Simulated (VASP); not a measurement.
Crystal: LiF.

```xyz
2
Lattice="-0.0326 2.1120 2.1120 2.1120 -0.0326 2.1120 2.1120 2.1120 -0.0326" Properties=species:S:1:pos:R:3 pbc="T T T"
Li   -0.0066   -0.0066   -0.0066
F     1.0545    1.0545    1.0545
```

This cell differs from its parent crystal: strain along [111] -2.3%.

Base run:

* Program: VASP 6.6.1
* Functional: PBE
* Potentials or basis: VASP PAW PBE potentials, release 64 (Li_sv, F)
* Cutoff: 520 eV
* k mesh: 10 × 10 × 10
* Occupations: fermi-dirac, width 0.02 eV
* Spin: no spin polarisation

Its results: band gap on the k mesh 7.98 eV, direct; largest force 0.004 eV/Å.

Q: The run is repeated on the same cell with these changes: functional from PBE to r2SCAN; occupations from fermi-dirac, width 0.02 eV to gaussian, width 0.01 eV. What comes out?

A: Band gap on the k mesh 8.82 eV, direct; largest force 0.007 eV/Å.

Caveats: the PAW data sets were made with another functional, which shifts forces and pressure a little (some runs).

A k mesh can miss the band edges.
